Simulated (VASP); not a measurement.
Write the native input for VASP 6.6.1 that does the following.

* Task: single point
* Functional: r2SCAN
* Potentials or basis: VASP PAW PBE potentials, release 64 (V_sv)
* Cutoff: 520 eV
* k mesh: 16 × 16 × 16
* Occupations: fermi-dirac, width 0.1 eV
* Spin: no spin polarisation
* Dipole correction: no
* Further INCAR settings: ALGO = Normal; EDIFF = 1e-06; NBANDS = 12

Crystal: V.

```xyz
1
Lattice="-1.4731 1.4731 1.4731 1.4731 -1.4731 1.4731 1.4731 1.4731 -1.4731" Properties=species:S:1:pos:R:3 pbc="T T T"
V     0.0000    0.0000    0.0000
```

These files were run (other wordings do the same):

POSCAR

```
V
1.0
   -1.4731163551      1.4731163551      1.4731163551
    1.4731163551     -1.4731163551      1.4731163551
    1.4731163551      1.4731163551     -1.4731163551
V
1
Direct
    0.0000000000      0.0000000000      0.0000000000
```

INCAR.step1

```
SYSTEM = V
  ALGO = Normal
  EDIFF = 1E-4
  ENCUT = 520
  GGA = PE
  ISMEAR = -1
  LASPH = .TRUE.
  LCHARG = .FALSE.
  LREAL = .FALSE.
  LWAVE = .TRUE.
  NBANDS = 12
  NELM = 60
  PREC = Accurate
  SIGMA = 0.1
```

INCAR.step2

```
SYSTEM = V
  ALGO = Normal
  EDIFF = 1E-6
  ENCUT = 520
  ISIF = 2
  ISMEAR = -1
  ISTART = 1
  LASPH = .TRUE.
  LCHARG = .FALSE.
  LMIXTAU = .TRUE.
  LREAL = .FALSE.
  LWAVE = .FALSE.
  METAGGA = R2SCAN
  NBANDS = 12
  NELM = 60
  PREC = Accurate
  SIGMA = 0.1
```

KPOINTS

```
k-points
0
G
  16 16 16
  0 0 0
```

Potentials or basis: VASP PAW PBE potentials, release 64 (V_sv).

Command:

```console
$ cat potpaw_PBE.64/V_sv/POTCAR > POTCAR
$ cp INCAR.step1 INCAR
$ mpirun -np 1 vasp_std > vasp.out
$ cp INCAR.step2 INCAR
$ mpirun -np 1 vasp_std > vasp.out
```

Results of the run:

```
Pressure : 8.8 GPa
```

Caveat: the PAW data sets were made with another functional, which shifts forces and pressure a little.

It took 31 s on 1 thread of Intel(R) Xeon(R) 6975P-C (Granite Rapids) (shared host), peak memory 0.14 GiB.
